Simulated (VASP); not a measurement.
A run of VASP 6.6.1 is set up as follows.

Contents of INCAR:

```
SYSTEM = As2F
ALGO = Normal
EDIFF = 1E-6
EDIFFG = -0.04
ENCUT = 600
GGA = PE
IBRION = 2
ISIF = 3
ISMEAR = 0
LASPH = .True.
LCHARG = .False.
LREAL = .False.
LWAVE = .False.
NELM = 60
NSW = 90
PREC = Accurate
SIGMA = 0.1
```

File KPOINTS:

```
k-points
0
Gamma
  4 4 4
  0 0 0
```

File POSCAR:

```
As2F
1.0
   -3.1679498847      3.1679498847      2.6370051500
    3.1679498847     -3.1679498847      2.6370051500
    3.1679498847      3.1679498847     -2.6370051500
As F
4 2
Direct
    0.6670000000      0.1670000000      0.8340000000
    0.1670000000      0.3330000000      0.5000000000
    0.3330000000      0.8330000000      0.1660000000
    0.8330000000      0.6670000000      0.5000000000
    0.2500000000      0.2500000000      0.0000000000
    0.7500000000      0.7500000000      0.0000000000
```

Potentials or basis: VASP PAW PBE potentials, release 64 (As, F).

Launch:

```sh
$ cat potpaw_PBE.64/As/POTCAR potpaw_PBE.64/F/POTCAR > POTCAR
$ mpirun -np 1 vasp_std > vasp.out
```

Predict the space group after relaxing (to 0.1 Å).

I4/mcm (No. 140).

Predict the relaxed cell.

a = 5.192 Å, b = 5.192 Å, c = 5.192 Å, α = 102.81°, β = 102.81°, γ = 123.81°.

What does it give for the relaxed volume?

17.10 Å³/atom.

Estimate the band gap on the k mesh.

zero (bands 17 and 18 overlap by 1.28 eV).

Final structure:
```
As F
1.0
    -3.23880    3.23880    2.44515
     3.23880   -3.23880    2.44515
     3.23880    3.23880   -2.44515
As F
4 2
Direct
  0.63139 0.13139 0.76279
  0.13139 0.36861 0.50000
  0.36861 0.86861 0.23721
  0.86861 0.63139 0.50000
  0.25000 0.25000 0.00000
  0.75000 0.75000 0.00000
```

Caveat: the k points lie up to 0.40 Å⁻¹ apart in the final cell, too coarse for converged energies and pressures of a metal.
